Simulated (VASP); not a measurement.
Crystal: CdSe (kl).

```xyz
2
Lattice="0.0000 3.0703 3.0703 3.0703 0.0000 3.0703 3.0703 3.0703 0.0000" Properties=species:S:1:pos:R:3 pbc="T T T"
Cd    0.0000    0.0000    0.0000
Se    1.5351    1.5351    1.5351
```

```yaml
Program: VASP 6.6.1
Task: relaxation of cell and atoms
Functional: LDA
Potentials_or_basis: VASP PAW LDA potentials, release 64 (Cd, Se)
Cutoff: 600 eV
k_mesh: 10 × 10 × 10
Occupations: gaussian, width 0.01 eV
Spin: no spin polarisation
```

At the start: pressure -2.9 GPa; volume 28.94 Å³/atom.

Question: How do energy, volume and symmetry change on relaxing?

Answer: Over 7 steps the energy falls by 15.8 meV/atom and the volume is 27.31 Å³/atom (-5.6 %); space group F-43m (No. 216, to 0.05 Å).

The path:
| step | energy change (eV) | largest force (eV/Å) | pressure (GPa) | volume (Å³) |
| --- | --- | --- | --- | --- |
| 1 | 0.0000 | 0.0000 | -2.93 | 57.88 |
| 2 | -0.0278 | 0.0000 | 1.18 | 53.57 |
| 3 | -0.0316 | 0.0000 | -0.01 | 54.61 |
| 4 | -0.0316 | 0.0000 | 0.09 | 54.55 |
| 5 | -0.0316 | 0.0000 | -0.06 | 54.66 |
| 6 | -0.0316 | 0.0000 | 0.01 | 54.61 |
| 7 | -0.0316 | 0.0000 | 0.00 | 54.62 |

Final structure:
```
CELL_PARAMETERS angstrom
0.00000 3.01144 3.01144
3.01144 0.00000 3.01144
3.01144 3.01144 0.00000
ATOMIC_POSITIONS crystal
Cd 0.00000 0.00000 0.00000
Se 0.25000 0.25000 0.25000
```
